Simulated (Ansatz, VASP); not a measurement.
## One calculation of Li2Pd, two programs

```
CELL_PARAMETERS angstrom
4.30960 0.00000 0.00000
-2.15480 3.73222 0.00000
0.00000 0.00000 2.78548
ATOMIC_POSITIONS crystal
Li 0.33333 0.66667 0.50000
Li 0.66667 0.33333 0.50000
Pd 0.00000 0.00000 0.00000
```

Change from the starting cell: volume scaled by 1.06, crystal datasets.

Alike in both runs: task electric field gradients; functional LDA; k mesh 11 × 11 × 15; occupations fermi-dirac, width 0.08 eV; no spin polarisation.

|  | VASP | Ansatz |
| --- | --- | --- |
| version | VASP 6.6.1 | Ansatz 0.2.0 |
| potentials or method | VASP PAW LDA potentials, release 64 (Li_sv, Pd), cutoff 520 eV | all-electron PAW with datasets made for the crystal, scalar-relativistic |

```tsv
	VASP	Ansatz	Ansatz less VASP
size of Vzz on the site where it differs most (V/Å²)	68.5	64.8	-3.67
```

LDA's correlation is that of Perdew and Zunger in VASP and of Perdew and Wang (1992) in Ansatz. Ansatz ran all-electron here, and VASP with PAW potentials. Ansatz's warnings: printed levels off.

Noted on VASP's run: the cutoff is short for stress, so the pressure is rough.
